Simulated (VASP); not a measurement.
A run of VASP 6.6.1 is set up as follows.

Contents of INCAR:

```
SYSTEM = C
ALGO = Fast
EDIFF = 1E-6
ENCUT = 520
GGA = PE
ISIF = 2
ISMEAR = 0
IVDW = 12
LASPH = .True.
LCHARG = .False.
LREAL = .False.
LWAVE = .False.
NBANDS = 11
NELM = 100
PREC = Accurate
SIGMA = 0.15
```

KPOINTS

```
k-points
0
Gamma
  30 30 18
  0 0 0
```

Contents of POSCAR:

```
C
1.0
    2.4647381352     -0.0246473814      0.0000000000
   -1.2537143260      2.1468495294      0.0000000000
    0.0000000000      0.0000000000      3.5674263381
C
2
Direct
    0.3333333333      0.6666666667      0.0000000000
    0.6666666667      0.3333333333      0.0000000000
```

Potentials or basis: VASP PAW PBE potentials, release 64 (C).

Run with:

```bash
$ cat potpaw_PBE.64/C/POTCAR > POTCAR
$ mpirun -np 1 vasp_std > vasp.out
```

(1) Predict the band gap on the k mesh.

(2) What does it give for the pressure?

(3) What does it give for the largest force?

(4) Predict the dispersion energy per atom.

## Answers

(1) zero (bands 4 and 5 overlap by 0.67 eV).

(2) 0.6 GPa.

(3) 0.229 eV/Å.

(4) -0.145 eV.

Caveat: the cell differs from its parent crystal (strain -0.0200 x Voigt [0, 0, 0, 0, 0, 1]).
